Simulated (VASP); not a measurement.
A run of VASP 6.6.1 is set up as follows.

POSCAR

```
Y3Ge
1.0
   -2.2653940000      2.2653940000      5.1970200000
    2.2653940000     -2.2653940000      5.1970200000
    2.2653940000      2.2653940000     -5.1970200000
Y Ge
3 1
Direct
    0.5000000000      0.5000000000      0.0000000000
    0.2500000000      0.7500000000      0.5000000000
    0.7500000000      0.2500000000      0.5000000000
    0.0000000000      0.0000000000      0.0000000000
```

The input INCAR.step1:

```
SYSTEM = Y3Ge
PREC = Accurate
ENCUT = 410
EDIFF = 1E-5
ISMEAR = -1
SIGMA = 0.05
LREAL = .False.
LASPH = .True.
NELM = 120
ALGO = Normal
ISIF = 2
LWAVE = .True.
LCHARG = .False.
NBANDS = 32
GGA = PE
GGA_COMPAT = .False.
KPAR = 4
```

INCAR.step2

```
SYSTEM = Y3Ge
PREC = Accurate
ENCUT = 410
EDIFF = 1E-6
ISMEAR = -1
SIGMA = 0.05
LREAL = .False.
LASPH = .True.
NELM = 120
ALGO = Normal
ISIF = 2
LWAVE = .False.
LCHARG = .False.
GGA = PE
LHFCALC = .True.
AEXX = 0.25
PRECFOCK = Normal
NBANDS = 32
ISTART = 1
GGA_COMPAT = .False.
KPAR = 4
```

File KPOINTS:

```
regular mesh
0
Gamma
  4 4 4
  0 0 0
```

Potentials or basis: VASP PAW PBE potentials, release 64 (Y_sv, Ge_d).

Run with:

```bash
$ cat potpaw_PBE.64/Y_sv/POTCAR potpaw_PBE.64/Ge_d/POTCAR > POTCAR
$ cp INCAR.step1 INCAR
$ mpirun -np 4 vasp_std > vasp.out
$ cp INCAR.step2 INCAR
$ mpirun -np 4 vasp_std > vasp.out
```

Predict the pressure.

-0.4 GPa.

Predict the band gap on the k mesh.

zero (an odd number of electrons rules out a gap without spin polarisation).

Stress tensor (GPa, compression positive):
```
-0.59  0.00  0.00
 0.00 -0.59  0.00
 0.00  0.00  0.05
```

Caveat: the k points lie up to 0.38 Å⁻¹ apart, too coarse for converged energies and pressures of a metal; the PAW data sets were made with another functional, which shifts forces and pressure a little.
